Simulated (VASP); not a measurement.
# Ga2O3 (P-6m2) in VASP: a series of runs

Ga2O3 is run at these levels: PBE; tasks: single point, relaxation of cell and atoms.

Program: VASP 6.6.1. These are calculated values, not measurements. Logs are shortened: lines on timing, memory, paths and dates and some standing lists are left out, and cuts for length are marked.

### Step 1. The cell of the first run

Symmetry: P-6m2, No. 187, hexagonal system. Conventional cell: a = 3.131 Å, b = 3.131 Å, c = 8.992 Å, α = 90.00°, β = 90.00°, γ = 120.00°. Ga (site symmetry 3m) has 4 O at 1.76 to 1.92 Å within 2.3 Å. Within 2.3 Å of O (site symmetry -6m2) lie 2 Ga at 1.76 Å. O (site symmetry 3m) has 3 Ga at 1.92 Å within 2.5 Å.

The cell was generated, and may not be a known phase.

### Step 2. Single point, PBE

File INCAR:

```
SYSTEM = Ga2O3
  ALGO = Normal
  EDIFF = 1E-7
  ENCUT = 520
  GGA = PE
  ISIF = 2
  ISMEAR = 0
  LASPH = .True.
  LCHARG = .False.
  LREAL = .False.
  LWAVE = .False.
  NBANDS = 30
  NELM = 80
  PREC = Accurate
  SIGMA = 0.02
```

File KPOINTS:

```
k-points
0
Gamma
  12 12 4
  0 0 0
```

File POSCAR:

```
Ga2O3
1.0
    3.1313620650      0.0000000000      0.0000000000
   -1.5656810325      2.7118390967      0.0000000000
    0.0000000000      0.0000000000      8.9915320650
Ga O
2 3
Direct
    0.3333333333      0.6666666667      0.8044591441
    0.3333333333      0.6666666667      0.1955408559
    0.3333333333      0.6666666667      0.0000000000
    0.6666666667      0.3333333333      0.2684312037
    0.6666666667      0.3333333333      0.7315687963
```

Potentials or basis: VASP PAW PBE potentials, release 64 (Ga_d, O).

The run is started by

```bash
cat potpaw_PBE.64/Ga_d/POTCAR potpaw_PBE.64/O/POTCAR > POTCAR
mpirun -np 1 vasp_std > vasp.out
```

OUTCAR:

```text
SYSTEM = Ga2O3
   EDIFF = 1E-7
   ENCUT = 520
   GGA = PE
   ISIF = 2
   ISMEAR = 0
   LASPH = .True.
   LREAL = .False.
   NELM = 80
   PREC = Accurate

 ion  position               nearest neighbor table
   1  0.333  0.667  0.804-   3 1.76   5 1.92   5 1.92   5 1.92
   2  0.333  0.667  0.196-   3 1.76   4 1.92   4 1.92   4 1.92
   3  0.333  0.667  0.000-   1 1.76   2 1.76
   4  0.667  0.333  0.268-   2 1.92   2 1.92   2 1.92
   5  0.667  0.333  0.732-   1 1.92   1 1.92   1 1.92

  LATTYP: Found a hexagonal cell.
 ALAT       =     3.1313620650
 C/A-ratio  =     2.8714443997

  Lattice vectors:

 A1 = (   3.1313620650,   0.0000000000,   0.0000000000)
 A2 = (  -1.5656810325,   2.7118390967,   0.0000000000)
 A3 = (   0.0000000000,   0.0000000000,   8.9915320650)

Analysis of symmetry for initial positions (statically):
=====================================================================
 Subroutine PRICEL returns:
 Original cell was already a primitive cell.

 Routine SETGRP: Setting up the symmetry group for a
 hexagonal supercell.

 Subroutine GETGRP returns: Found 12 space group operations
 (whereof 12 operations were pure point group operations)
 out of a pool of 24 trial point group operations.

The static configuration has the point symmetry D_3h.

Analysis of symmetry for dynamics (positions and initial velocities):
=====================================================================
 Subroutine PRICEL returns:
 Original cell was already a primitive cell.

 Routine SETGRP: Setting up the symmetry group for a
 hexagonal supercell.

 Subroutine GETGRP returns: Found 12 space group operations
 (whereof 12 operations were pure point group operations)
 out of a pool of 24 trial point group operations.

The dynamic configuration has the point symmetry D_3h.

 Subroutine INISYM returns: Found 12 space group operations
 (whereof 12 operations are pure point group operations),
 and found     1 'primitive' translations

----------------------------------------------------------------------------------------

                                     Primitive cell

  volume of cell :      76.3538

  direct lattice vectors                    reciprocal lattice vectors
     3.131362065  0.000000000  0.000000000     0.319349848  0.184376721  0.000000000
    -1.565681032  2.711839097  0.000000000     0.000000000  0.368753442  0.000000000
     0.000000000  0.000000000  8.991532065     0.000000000  0.000000000  0.111215752

  length of vectors
     3.131362065  3.131362065  8.991532065     0.368753442  0.368753442  0.111215752

  position of ions in fractional coordinates (direct lattice)
     0.333333333  0.666666667  0.804459144
     0.333333333  0.666666667  0.195540856
     0.333333333  0.666666667  0.000000000
     0.666666667  0.333333333  0.268431204
     0.666666667  0.333333333  0.731568796

  ion indices of the primitive-cell ions
   primitive index   ion index
                 1           1
                 2           2
                 3           3
                 4           4
                 5           5

----------------------------------------------------------------------------------------

 KPOINTS: k-points

Automatic generation of k-mesh.
 Grid dimensions read from file:
 generate k-points for:   12   12    4

 Generating k-lattice:

  Cartesian coordinates                     Fractional coordinates (reciprocal lattice)
     0.026612487  0.015364727  0.000000000     0.083333333  0.000000000  0.000000000
     0.000000000  0.030729453  0.000000000     0.000000000  0.083333333  0.000000000
     0.000000000  0.000000000  0.027803938     0.000000000  0.000000000  0.250000000

  Length of vectors
     0.030729453  0.030729453  0.027803938

  Shift w.r.t. Gamma in fractional coordinates (k-lattice)
     0.000000000  0.000000000  0.000000000

 Subroutine IBZKPT returns following result:
 ===========================================

 Found     57 irreducible k-points:

 Following reciprocal coordinates:
            Coordinates               Weight
  0.000000  0.000000  0.000000      1.000000
  0.083333 -0.000000  0.000000      6.000000
  0.166667  0.000000  0.000000      6.000000
  0.250000 -0.000000  0.000000      6.000000
  0.333333 -0.000000  0.000000      6.000000
  0.416667  0.000000  0.000000      6.000000
[... 16 lines left out ...]
  0.250000 -0.000000  0.250000     12.000000
  0.333333 -0.000000  0.250000     12.000000
 [... further k-points ...]
   k-points           NKPTS =     57   k-points in BZ     NKDIM =     57   number of bands    NBANDS=     30
   number of dos      NEDOS =    301   number of ions     NIONS =      5
   total plane-waves  NPLWV =  40320
   dimension x,y,z NGX =    24 NGY =   24 NGZ =   70
   dimension x,y,z NGXF=    48 NGYF=   48 NGZF=  140
   ions per type =               2   3
   NGX,Y,Z   is equivalent  to a cutoff of  12.74, 12.74, 12.94 a.u.
   NGXF,Y,Z  is equivalent  to a cutoff of  25.48, 25.48, 25.88 a.u.
 SYSTEM =  Ga2O3
   PREC   = accura    normal or accurate (medium, high low for compatibility)
   ISTART =      0    job   : 0-new  1-cont  2-samecut
   ICHARG =      2    charge: 1-file 2-atom 10-const
   ISPIN  =      1    spin polarized calculation?
   LNONCOLLINEAR =      F non collinear calculations
   LSORBIT =      F    spin-orbit coupling
   LASPH  =      T    aspherical Exc in radial PAW
   ENCUT  =  520.0 eV  38.22 Ry    6.18 a.u.   5.82  5.82 16.72*2*pi/ulx,y,z
   NELM   =     80;   NELMIN=  2; NELMDL= -5     # of ELM steps
   EDIFF  = 0.1E-06   stopping-criterion for ELM
   LREAL  =      F    real-space projection
   EDIFFG = 0.1E-05   stopping-criterion for IOM
   NSW    =      0    number of steps for IOM
   IBRION =     -1    ionic relax: 0-MD 1-quasi-New 2-CG
   NFREE  =      0    steps in history (QN), initial steepest desc. (CG)
   ISIF   =      2    stress and relaxation
   ISYM   =      2    0-nonsym 1-usesym 2-fastsym
   POTIM  = 0.5000    time-step for ionic-motion
   TEBEG  =    0.0;   TEEND  =   0.0 temperature during run
   PSTRESS=    0.0 pullay stress
   NELECT =      44.0000    total number of electrons
   NUPDOWN=      -1.0000    fix difference up-down
   EMIN   =  10.00;   EMAX   =-10.00  energy-range for DOS
   EFERMI =   0.00;   METHOD = LEGACY
   ISMEAR =     0;   SIGMA  =   0.02  broadening in eV -4-tet -1-fermi 0-gaus
   EFERMI_NEDOS =   21; number of points for ismear=-14 and -15
   IALGO  =     38    algorithm
   IMIX   =      4    mixing-type and parameters
     AMIX     =   0.40;   BMIX     =  1.00
     AMIX_MAG =   1.60;   BMIX_MAG =  1.00
  volume/ion in A,a.u.               =      15.27       103.05
  Fermi-wavevector in a.u.,A,eV,Ry     =   1.362329  2.574429 25.251611  1.855941
  Thomas-Fermi vector in A             =   2.488828
   LORBIT       =      0    0 simple, 1 ext, 2 COOP (PROOUT), +10 PAW based schemes
   GGA     = PE    functional components
   LHFCALC =     F    Hartree Fock is set to
   AEXX    =    0.0000 exact exchange contribution
   IVDW    =     0    specifies the selected vdW correction
   LEPSILON=     F    determine dielectric tensor
   LRPA    =     F    only Hartree local field effects (RPA)
 non-spin polarized calculation
 Gauss-broadening in eV      SIGMA  =   0.02
  energy-cutoff  :      520.00
  volume of cell :       76.35
 maximum number of plane-waves:      2076
 NGX is ok and might be reduce to    24
   NGX = 11   NGY = 11   NGZ = 33

 number of electron      43.9999995 magnetization

 Free energy of the ion-electron system (eV)
  ---------------------------------------------------
  ext. energy  EPLUGINS =         0.00000000
  ---------------------------------------------------
  free energy    TOTEN  =       -28.78558292 eV

  energy without entropy =      -28.78558292  energy(sigma->0) =      -28.78558292

 E-fermi :   1.5765     XC(G=0):  -9.1087

 val. band max:        1.4273849140   @ k =   0.0000   0.0000   0.5000
 cond. band min:       2.0894368800   @ k =   0.0000   0.0000   0.0000
 fundamental gap:      0.6620519661
 Fermi energy:         1.5765158803

 k-point     1 :       0.0000    0.0000    0.0000
  band No.  band energies     occupation
      1     -17.9112      2.00000
      2     -17.8455      2.00000
      3     -16.1207      2.00000
      4     -12.6331      2.00000
      5     -12.6331      2.00000
      6     -12.6296      2.00000
[... 22 lines left out ...]
     29      12.3423      0.00000
     30      13.0291      0.00000

 k-point     2 :       0.0833   -0.0000    0.0000
  band No.  band energies     occupation
      1     -17.8716      2.00000
      2     -17.8093      2.00000
      3     -16.1036      2.00000
      4     -12.6369      2.00000
      5     -12.6180      2.00000
      6     -12.6172      2.00000
[... 22 lines left out ...]
     29      12.4414      0.00000
     30      12.4445      0.00000

 k-point     3 :       0.1667    0.0000    0.0000
  band No.  band energies     occupation
      1     -17.7631      2.00000
      2     -17.7105      2.00000
      3     -16.0561      2.00000
      4     -12.6383      2.00000
      5     -12.5770      2.00000
      6     -12.5724      2.00000
[... 22 lines left out ...]
     29      12.1226      0.00000
     30      12.6957      0.00000

 k-point     4 :       0.2500   -0.0000    0.0000
  band No.  band energies     occupation
      1     -17.6146      2.00000
      2     -17.5759      2.00000
      3     -15.9890      2.00000
      4     -12.6245      2.00000
      5     -12.5226      2.00000
      6     -12.5159      2.00000
[... 616 lines left out ...]
     29      12.4949      0.00000
     30      12.6907      0.00000

 k-point    23 :       0.2500   -0.0000    0.2500
  band No.  band energies     occupation
      1     -17.6127      2.00000
      2     -17.5778      2.00000
      3     -15.9890      2.00000
      4     -12.6246      2.00000
      5     -12.5226      2.00000
      6     -12.5159      2.00000
[... 22 lines left out ...]
     29      12.7250      0.00000
     30      12.9651      0.00000

 k-point    24 :       0.3333   -0.0000    0.2500
  band No.  band energies     occupation
      1     -17.4653      2.00000
      2     -17.4440      2.00000
      3     -15.9191      2.00000
      4     -12.6050      2.00000
      5     -12.4730      2.00000
      6     -12.4620      2.00000
[... 22 lines left out ...]
     29      12.9913      0.00000
     30      13.1523      0.00000

 [... further k-points ...]

------------------------ aborting loop because EDIFF is reached ----------------------------------------

  FORCE on cell =-STRESS in cart. coord.  units (eV):
  Direction    XX          YY          ZZ          XY          YZ          ZX
  --------------------------------------------------------------------------------------
  -------------------------------------------------------------------------------------
  Total        0.1846975      0.1846975      0.0020986      0.0000000      0.0000000      0.0000000
  in kB        3.8756154      3.8756154      0.0440362      0.0000000      0.0000000      0.0000000
  external PRESSURE =       2.5984223 kB  Pullay stress =       0.0000000 kB

 VOLUME and BASIS-vectors are now :
 -----------------------------------------------------------------------------
  energy-cutoff  :      520.00
  volume of cell :       76.35
      direct lattice vectors                 reciprocal lattice vectors
     3.131362065  0.000000000  0.000000000     0.319349848  0.184376721  0.000000000
    -1.565681032  2.711839097  0.000000000     0.000000000  0.368753442  0.000000000
     0.000000000  0.000000000  8.991532065     0.000000000  0.000000000  0.111215752

 POSITION                                       TOTAL-FORCE (eV/Angst)
 -----------------------------------------------------------------------------------
     -0.00000      1.80789      7.23332        -0.000000     -0.000000      0.052768
     -0.00000      1.80789      1.75821        -0.000000      0.000000     -0.052768
     -0.00000      1.80789      0.00000        -0.000000      0.000000      0.000000
      1.56568      0.90395      2.41361         0.000000     -0.000000      0.049427
      1.56568      0.90395      6.57792         0.000000     -0.000000     -0.049427
 -----------------------------------------------------------------------------------
    total drift:                                0.000000     -0.000000     -0.000000

  FREE ENERGIE OF THE ION-ELECTRON SYSTEM (eV)
  ---------------------------------------------------
  free  energy   TOTEN  =       -28.7855829234 eV

  energy  without entropy=      -28.7855829234  energy(sigma->0) =      -28.78558292
```

It took 2 min on 1 thread of Intel Xeon Platinum 8488C (Sapphire Rapids), shared host; peak memory 0.24 GiB.

What came out:

```yaml
Free_energy: -28.7856 eV
Pressure: 0.3 GPa
Largest_force: 0.053 eV/Å
Band_gap_on_the_k_mesh: 0.66 eV
```

Forces on the atoms (eV/Å):
```
Ga   0.000  0.000  0.053
Ga   0.000  0.000 -0.053
O    0.000  0.000  0.000
O    0.000  0.000  0.049
O    0.000  0.000 -0.049
```

Levels at points of the mesh, in eV from the valence-band top:
| k point | band 18 | band 19 | band 20 | band 21 | band 22 | band 23 | band 24 | band 25 | band 26 | band 27 |
| --- | --- | --- | --- | --- | --- | --- | --- | --- | --- | --- |
| (0.00, 0.00, 0.00) | -2.77 | -2.77 | -1.83 | 0.00 | 0.00 | 0.66 | 2.21 | 6.19 | 7.90 | 9.73 |
| (0.50, 0.00, 0.00) | -3.83 | -3.41 | -2.43 | -1.55 | -0.30 | 4.70 | 4.86 | 6.09 | 7.22 | 8.42 |
| (0.00, 0.00, 0.50) | -2.77 | -2.77 | -2.03 | 0.00 | 0.00 | 0.95 | 1.93 | 6.84 | 7.07 | 10.44 |
| (0.50, 0.00, 0.50) | -3.83 | -3.36 | -2.50 | -1.51 | -0.30 | 4.55 | 4.98 | 6.18 | 7.18 | 8.72 |

Caveat: semilocal functionals underestimate gaps, and a narrow one can read as zero. A k mesh can miss the band edges.

[end of part 1 of 2]
